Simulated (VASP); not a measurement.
Set up this calculation in VASP 6.6.1, as the native input.

```yaml
Task: relaxation of cell and atoms
Functional: PBEsol
Potentials_or_basis: VASP PAW PBE potentials, release 64 (Mo_sv, S)
Cutoff: 600 eV
k_mesh: 12 × 12 × 2
Occupations: gaussian, width 0.02 eV
Spin: no spin polarisation
Dipole_correction: no
Further_INCAR_settings: ALGO = Normal; EDIFF = 1e-07; IBRION = 2; EDIFFG = -0.002; NSW = 100; ISIF = 3
```

The structure of MoS2 (sol) lies in POSCAR:

```
MoS2
1.0
    3.1414773708      0.0000000028      0.0000000000
   -1.5707386878      2.7205992071      0.0000000000
    0.0000000000      0.0000000000     12.5914589153
Mo S
2 4
Direct
    0.6666666667      0.3333333333      0.2500000000
    0.3333333333      0.6666666667      0.7500000000
    0.6666666667      0.3333333333      0.6261794789
    0.3333333333      0.6666666667      0.3738205211
    0.6666666667      0.3333333333      0.8738205211
    0.3333333333      0.6666666667      0.1261794789
```

One way to write it, as run:

INCAR

```
SYSTEM = MoS2
PREC = Accurate
ENCUT = 600
EDIFF = 1E-7
ISMEAR = 0
SIGMA = 0.02
LREAL = .FALSE.
LASPH = .TRUE.
NELM = 100
ALGO = Normal
ISIF = 3
LWAVE = .FALSE.
LCHARG = .FALSE.
GGA = PS
IBRION = 2
NSW = 100
EDIFFG = -0.002
```

KPOINTS

```
regular mesh
0
G
  12 12 2
  0 0 0
```

Potentials or basis: VASP PAW PBE potentials, release 64 (Mo_sv, S).

Command:

```bash
$ cat potpaw_PBE.64/Mo_sv/POTCAR potpaw_PBE.64/S/POTCAR > POTCAR
$ mpirun -np 1 vasp_std > vasp.out
```

It gave:

* Relaxed volume: 17.90 Å³/atom
* Relaxed cell: a = 3.142 Å, b = 3.142 Å, c = 12.564 Å, α = 90.00°, β = 90.00°, γ = 120.00°
* Space group after relaxing (to 0.05 Å): P6_3/mmc (No. 194)
* Energy gained by relaxing: 0.0 meV/atom
* Ionic steps: 11
* Pressure after relaxing: 0.0 GPa
* Band gap on the k mesh: 0.99 eV, indirect (least direct gap 1.74 eV)

Caveat: the PAW data sets were made with another functional, which shifts forces and pressure a little; this functional lacks dispersion, which binds the layers, so the pressure and a relaxed spacing across them are unreliable.

It took 10 min on 1 thread of Intel(R) Xeon(R) 6975P-C (Granite Rapids), with other jobs on the host, peak memory 0.36 GiB.
